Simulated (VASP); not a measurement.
# TaN (I4/mmm) in VASP: further runs

TaN is run at these levels: PBEsol; tasks: single point.

Everything below comes from runs of VASP 6.6.1. Logs are shortened: lines on timing, memory, paths and dates and some standing lists are left out, and cuts for length are marked.

### 1 The cell of the first run

The structure is tetragonal, space group I4/mmm (No. 139). The conventional cell has a = 3.124 Å, b = 3.124 Å, c = 4.241 Å, α = 90.00°, β = 90.00°, γ = 90.00°. Ta (site symmetry 4/mmm) has 6 N at 2.12 to 2.21 Å within 2.8 Å. N (site symmetry 4/mmm) has 6 Ta at 2.12 to 2.21 Å within 2.8 Å.

### 2 Single point, PBEsol

File INCAR:

```
SYSTEM = TaN
ALGO = Normal
EDIFF = 1E-7
ENCUT = 520
GGA = PS
ISIF = 2
ISMEAR = 0
LASPH = .TRUE.
LCHARG = .FALSE.
LREAL = .FALSE.
LWAVE = .FALSE.
NBANDS = 15
NELM = 100
PREC = Accurate
SIGMA = 0.15
```

File KPOINTS:

```
k-points
0
G
  20 20 20
  0 0 0
```

File POSCAR:

```
TaN
1.0
    0.0000000000      2.2088530247      2.1204989037
    2.2088530247      0.0000000000      2.1204989037
    2.2088530247      2.2088530247      0.0000000000
Ta N
1 1
Direct
    0.5000000000      0.5000000000      0.5000000000
    0.0000000000      0.0000000000      0.0000000000
```

Potentials or basis: VASP PAW PBE potentials, release 64 (Ta_pv, N).

On the command line:

```bash
cat potpaw_PBE.64/Ta_pv/POTCAR potpaw_PBE.64/N/POTCAR > POTCAR
mpirun -np 1 vasp_std > vasp.out
```

OUTCAR:

```text
SYSTEM = TaN
   EDIFF = 1E-7
   ENCUT = 520
   GGA = PS
   ISIF = 2
   ISMEAR = 0
   LASPH = .TRUE.
   LREAL = .FALSE.
   NELM = 100
   PREC = Accurate

 ion  position               nearest neighbor table
   1  0.500  0.500  0.500-   2 2.12   2 2.12   2 2.21   2 2.21   2 2.21   2 2.21
   2  0.000  0.000  0.000-   1 2.12   1 2.12   1 2.21   1 2.21   1 2.21   1 2.21

  LATTYP: Found a body centered tetragonal cell.
 ALAT       =     3.1237899048
 C/A-ratio  =     1.3576450199

  Lattice vectors:

 A1 = (   0.0000000000,  -2.2088530247,  -2.1204989037)
 A2 = (   0.0000000000,   2.2088530247,  -2.1204989037)
 A3 = (   2.2088530247,   0.0000000000,   2.1204989037)

Analysis of symmetry for initial positions (statically):
=====================================================================
 Subroutine PRICEL returns:
 Original cell was already a primitive cell.

 Routine SETGRP: Setting up the symmetry group for a
 body centered tetragonal supercell.

 Subroutine GETGRP returns: Found 16 space group operations
 (whereof 16 operations were pure point group operations)
 out of a pool of 16 trial point group operations.

The static configuration has the point symmetry D_4h.

Analysis of symmetry for dynamics (positions and initial velocities):
=====================================================================
 Subroutine PRICEL returns:
 Original cell was already a primitive cell.

 Routine SETGRP: Setting up the symmetry group for a
 body centered tetragonal supercell.

 Subroutine GETGRP returns: Found 16 space group operations
 (whereof 16 operations were pure point group operations)
 out of a pool of 16 trial point group operations.

The dynamic configuration has the point symmetry D_4h.

 Subroutine INISYM returns: Found 16 space group operations
 (whereof 16 operations are pure point group operations),
 and found     1 'primitive' translations

----------------------------------------------------------------------------------------

                                     Primitive cell

  volume of cell :      20.6920

  direct lattice vectors                    reciprocal lattice vectors
     0.000000000  2.208853025  2.120498904    -0.226361824  0.226361824  0.235793567
     2.208853025  0.000000000  2.120498904     0.226361824 -0.226361824  0.235793567
     2.208853025  2.208853025  0.000000000     0.226361824  0.226361824 -0.235793567

  length of vectors
     3.061951548  3.061951548  3.123789905     0.397590187  0.397590187  0.397590187

  position of ions in fractional coordinates (direct lattice)
     0.500000000  0.500000000  0.500000000
     0.000000000  0.000000000  0.000000000

  ion indices of the primitive-cell ions
   primitive index   ion index
                 1           1
                 2           2

----------------------------------------------------------------------------------------

 KPOINTS: k-points

Automatic generation of k-mesh.
 Grid dimensions read from file:
 generate k-points for:   20   20   20

 Generating k-lattice:

  Cartesian coordinates                     Fractional coordinates (reciprocal lattice)
    -0.011318091  0.011318091  0.011789678     0.050000000  0.000000000  0.000000000
     0.011318091 -0.011318091  0.011789678     0.000000000  0.050000000  0.000000000
     0.011318091  0.011318091 -0.011789678    -0.000000000 -0.000000000  0.050000000

  Length of vectors
     0.019879509  0.019879509  0.019879509

  Shift w.r.t. Gamma in fractional coordinates (k-lattice)
     0.000000000  0.000000000  0.000000000

 Subroutine IBZKPT returns following result:
 ===========================================

 Found    641 irreducible k-points:

 Following reciprocal coordinates:
            Coordinates               Weight
  0.000000  0.000000  0.000000      1.000000
  0.050000 -0.000000  0.000000      8.000000
  0.100000  0.000000  0.000000      8.000000
  0.150000  0.000000  0.000000      8.000000
  0.200000  0.000000  0.000000      8.000000
  0.250000  0.000000  0.000000      8.000000
[... 16 lines left out ...]
 -0.400000  0.050000  0.000000      8.000000
 -0.350000  0.050000  0.000000      8.000000
 [... further k-points ...]
   k-points           NKPTS =    641   k-points in BZ     NKDIM =    641   number of bands    NBANDS=     15
   number of dos      NEDOS =    301   number of ions     NIONS =      2
   total plane-waves  NPLWV =  13824
   dimension x,y,z NGX =    24 NGY =   24 NGZ =   24
   dimension x,y,z NGXF=    48 NGYF=   48 NGZF=   48
   ions per type =               1   1
   NGX,Y,Z   is equivalent  to a cutoff of  13.03, 13.03, 12.77 a.u.
   NGXF,Y,Z  is equivalent  to a cutoff of  26.06, 26.06, 25.55 a.u.
 SYSTEM =  TaN
   PREC   = accura    normal or accurate (medium, high low for compatibility)
   ISTART =      0    job   : 0-new  1-cont  2-samecut
   ICHARG =      2    charge: 1-file 2-atom 10-const
   ISPIN  =      1    spin polarized calculation?
   LNONCOLLINEAR =      F non collinear calculations
   LSORBIT =      F    spin-orbit coupling
   LASPH  =      T    aspherical Exc in radial PAW
   ENCUT  =  520.0 eV  38.22 Ry    6.18 a.u.   5.69  5.69  5.81*2*pi/ulx,y,z
   NELM   =    100;   NELMIN=  2; NELMDL= -5     # of ELM steps
   EDIFF  = 0.1E-06   stopping-criterion for ELM
   LREAL  =      F    real-space projection
   EDIFFG = 0.1E-05   stopping-criterion for IOM
   NSW    =      0    number of steps for IOM
   IBRION =     -1    ionic relax: 0-MD 1-quasi-New 2-CG
   NFREE  =      0    steps in history (QN), initial steepest desc. (CG)
   ISIF   =      2    stress and relaxation
   ISYM   =      2    0-nonsym 1-usesym 2-fastsym
   POTIM  = 0.5000    time-step for ionic-motion
   TEBEG  =    0.0;   TEEND  =   0.0 temperature during run
   PSTRESS=    0.0 pullay stress
   NELECT =      16.0000    total number of electrons
   NUPDOWN=      -1.0000    fix difference up-down
   EMIN   =  10.00;   EMAX   =-10.00  energy-range for DOS
   EFERMI =   0.00;   METHOD = LEGACY
   ISMEAR =     0;   SIGMA  =   0.15  broadening in eV -4-tet -1-fermi 0-gaus
   EFERMI_NEDOS =   21; number of points for ismear=-14 and -15
   IALGO  =     38    algorithm
   IMIX   =      4    mixing-type and parameters
     AMIX     =   0.40;   BMIX     =  1.00
     AMIX_MAG =   1.60;   BMIX_MAG =  1.00
  volume/ion in A,a.u.               =      10.35        69.82
  Fermi-wavevector in a.u.,A,eV,Ry     =   1.502615  2.839530 30.719922  2.257851
  Thomas-Fermi vector in A             =   2.613832
   LORBIT       =      0    0 simple, 1 ext, 2 COOP (PROOUT), +10 PAW based schemes
   GGA     = PS    functional components
   LHFCALC =     F    Hartree Fock is set to
   AEXX    =    0.0000 exact exchange contribution
   IVDW    =     0    specifies the selected vdW correction
   LEPSILON=     F    determine dielectric tensor
   LRPA    =     F    only Hartree local field effects (RPA)
 non-spin polarized calculation
 Gauss-broadening in eV      SIGMA  =   0.15
  energy-cutoff  :      520.00
  volume of cell :       20.69
 maximum number of plane-waves:       572
   NGX = 11   NGY = 11   NGZ = 11

 number of electron      16.0000000 magnetization

 Free energy of the ion-electron system (eV)
  ---------------------------------------------------
  ext. energy  EPLUGINS =         0.00000000
  ---------------------------------------------------
  free energy    TOTEN  =       -23.16086879 eV

  energy without entropy =      -23.15288330  energy(sigma->0) =      -23.15687604

 E-fermi :   9.6803     XC(G=0): -13.7368

 val. band max:        9.6799565154   @ k =   0.2000  -0.0000   0.1500
 cond. band min:       9.6866704667   @ k =   0.0500  -0.0000   0.0000
 fundamental gap:      0.0067139514
 Fermi energy:         9.6803177989

 k-point     1 :       0.0000    0.0000    0.0000
  band No.  band energies     occupation
      1     -25.9628      2.00000
      2     -25.9628      2.00000
      3     -25.9477      2.00000
      4      -9.3535      2.00000
      5       5.7427      2.00000
      6       5.7427      2.00000
      7       5.9641      2.00000
      8       7.3264      2.00000
      9       7.3264      2.00000
     10       7.8268      2.00000
     11       9.4216      1.98526
     12       9.6496      1.22794
     13      11.8808      0.00000
     14      19.0943      0.00000
     15      22.1277      0.00000

 k-point     2 :       0.0500   -0.0000    0.0000
  band No.  band energies     occupation
      1     -25.9846      2.00000
      2     -25.9658      2.00000
      3     -25.9532      2.00000
      4      -9.2880      2.00000
      5       5.4093      2.00000
      6       5.4912      2.00000
      7       5.6942      2.00000
      8       7.4550      2.00000
      9       7.5002      2.00000
     10       7.9254      2.00000
     11       9.6867      0.95224
     12       9.9248      0.02118
     13      12.0756      0.00000
     14      19.2924      0.00000
     15      22.1275      0.00000

 k-point     3 :       0.1000    0.0000    0.0000
  band No.  band energies     occupation
      1     -26.0570      2.00000
      2     -25.9745      2.00000
      3     -25.9588      2.00000
      4      -9.0958      2.00000
      5       4.6465      2.00000
      6       4.9395      2.00000
      7       5.1264      2.00000
      8       7.7475      2.00000
      9       7.8145      2.00000
     10       8.1366      2.00000
     11      10.3673      0.00000
     12      10.6238      0.00000
     13      12.6044      0.00000
     14      19.8586      0.00000
     15      22.1271      0.00000

 k-point     4 :       0.1500    0.0000    0.0000
  band No.  band energies     occupation
      1     -26.1695      2.00000
      2     -25.9879      2.00000
      3     -25.9659      2.00000
      4      -8.7908      2.00000
      5       3.7346      2.00000
      6       4.3142      2.00000
      7       4.4771      2.00000
      8       8.1485      2.00000
      9       8.1594      2.00000
     10       8.4090      2.00000
     11      11.2772      0.00000
     12      11.5412      0.00000
     13      13.3440      0.00000
     14      20.7027      0.00000
     15      22.1263      0.00000
[... 307 lines left out ...]
 k-point    22 :      -0.4500    0.0500    0.0000
  band No.  band energies     occupation
      1     -26.8948      2.00000
      2     -26.0834      2.00000
      3     -26.0343      2.00000
      4      -6.2079      2.00000
      5      -0.7844      2.00000
      6       1.9146      2.00000
      7       2.0134      2.00000
      8      11.2515      0.00000
      9      11.5859      0.00000
     10      11.6620      0.00000
     11      14.1129      0.00000
     12      17.0148      0.00000
     13      17.6262      0.00000
     14      21.4068      0.00000
     15      22.1681      0.00000

 k-point    23 :      -0.4000    0.0500    0.0000
  band No.  band energies     occupation
      1     -26.8433      2.00000
      2     -26.0723      2.00000
      3     -26.0354      2.00000
      4      -6.4650      2.00000
      5      -0.4567      2.00000
      6       2.0054      2.00000
      7       2.2070      2.00000
      8      10.6606      0.00000
      9      11.1551      0.00000
     10      11.4723      0.00000
     11      14.5531      0.00000
     12      16.7113      0.00000
     13      16.9560      0.00000
     14      21.3687      0.00000
     15      22.1857      0.00000

 k-point    24 :      -0.3500    0.0500    0.0000
  band No.  band energies     occupation
      1     -26.7544      2.00000
      2     -26.0568      2.00000
      3     -26.0330      2.00000
      4      -6.8569      2.00000
      5       0.0748      2.00000
      6       2.2007      2.00000
      7       2.5083      2.00000
      8       9.9645      0.00739
      9      10.4982      0.00000
     10      11.1517      0.00000
     11      14.8870      0.00000
     12      16.0672      0.00000
     13      16.0720      0.00000
     14      21.5281      0.00000
     15      22.1943      0.00000

 [... further k-points ...]
[... 5 lines left out ...]
  --------------------------------------------------------------------------------------
  -------------------------------------------------------------------------------------
  Total       -0.4087549     -0.4087549      3.5391579      0.0000000     -0.0000000      0.0000000
  in kB      -31.6498688    -31.6498688    274.0367634      0.0000000     -0.0000000      0.0000000
  external PRESSURE =      70.2456752 kB  Pullay stress =       0.0000000 kB

 VOLUME and BASIS-vectors are now :
 -----------------------------------------------------------------------------
  energy-cutoff  :      520.00
  volume of cell :       20.69
      direct lattice vectors                 reciprocal lattice vectors
     0.000000000  2.208853025  2.120498904    -0.226361824  0.226361824  0.235793567
     2.208853025  0.000000000  2.120498904     0.226361824 -0.226361824  0.235793567
     2.208853025  2.208853025  0.000000000     0.226361824  0.226361824 -0.235793567

 POSITION                                       TOTAL-FORCE (eV/Angst)
 -----------------------------------------------------------------------------------
      2.20885      2.20885      2.12050        -0.000000      0.000000      0.000000
      0.00000      0.00000      0.00000         0.000000     -0.000000      0.000000
 -----------------------------------------------------------------------------------
    total drift:                                0.000000     -0.000000     -0.000000

  FREE ENERGIE OF THE ION-ELECTRON SYSTEM (eV)
  ---------------------------------------------------
  free  energy   TOTEN  =       -23.1608687920 eV

  energy  without entropy=      -23.1528832950  energy(sigma->0) =      -23.15687604
```

Run time: 2 min. Hardware: 1 thread of Intel Xeon 8259CL, shared host; peak memory 0.31 GiB.

Results:

* Free energy: -23.1609 eV
* Pressure: 7.0 GPa
* Band gap on the k mesh: zero (bands 8 and 9 overlap by 4.15 eV)

Caveat: the cell stands under pressure; the PAW data sets were made with another functional, which shifts forces and pressure a little; spin-orbit coupling is left out, which moves the levels of the heavy elements.

[end of part 1 of 2]
